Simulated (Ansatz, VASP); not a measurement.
## C: VASP beside Ansatz

Contents of INCAR:

```
SYSTEM = C
  PREC = Accurate
  ENCUT = 520
  EDIFF = 1E-6
  ISMEAR = 0
  SIGMA = 0.15
  LREAL = .False.
  LASPH = .True.
  NELM = 80
  ALGO = Normal
  ISIF = 2
  LWAVE = .False.
  LCHARG = .False.
  GGA = PE
  IVDW = 12
  NBANDS = 11
```

Contents of KPOINTS:

```
Automatic mesh
0
Gamma
  30 30 8
  0 0 0
```

Contents of POSCAR:

```
C
1.0
    2.4561701622      0.0000000000      0.0000000000
   -1.2280850811      2.1271057565      0.0000000000
    0.0000000000      0.0000000000      8.5238033600
C
2
Direct
    0.4743700444      0.9487400888      0.0000000000
    0.6666666667      0.3333333333      0.0000000000
```

Input for Ansatz:

```yaml
crystal:
  lattice:
    - [2.4561701622, 0.0, 0.0]
    - [-1.2280850811, 2.1271057565, 0.0]
    - [0.0, 0.0, 8.52380336]
  atoms:
    - { symbol: C, position: [0.4743700444, 0.9487400888, 0.0] }
    - { symbol: C, position: [0.6666666667, 0.3333333333, 0.0] }
basis:
  ecutwfc: 420
kpoints:
  mp_grid: { grid: [30, 30, 8] }
hamiltonian:
  xc: pbe
  dispersion: d3bj
scf:
  occupations: { method: gaussian, width: 0.15 }
output:
  forces: true
  stress: true
  eigenvalues: true
```

Alike in both runs: task single point; functional PBE; dispersion D3(BJ); k mesh 30 × 30 × 8; occupations gaussian, width 0.15 eV; no spin polarisation.

```csv
,VASP,Ansatz
version,VASP 6.6.1,Ansatz 0.2.0
potentials or method,"VASP PAW PBE potentials, release 64 (C), cutoff 520 eV","scalar-relativistic, plane waves, PAW"
valence electrons in the cell,8,8
```

|  | VASP | Ansatz | Ansatz less VASP |
| --- | --- | --- | --- |
| gap on the k mesh at the Fermi level (eV) | 0.57 | 0.56 | -0.012 |
| least direct gap on the mesh (eV) | 0.62 | 0.56 | -0.059 |
| rms of the force components (eV/Å) | 82.854 | 79.110 | -3.7439 |

Atom by atom the forces differ by 3.744 eV/Å (rms over components).

Noted on VASP's run: the cell as given lies far from equilibrium.
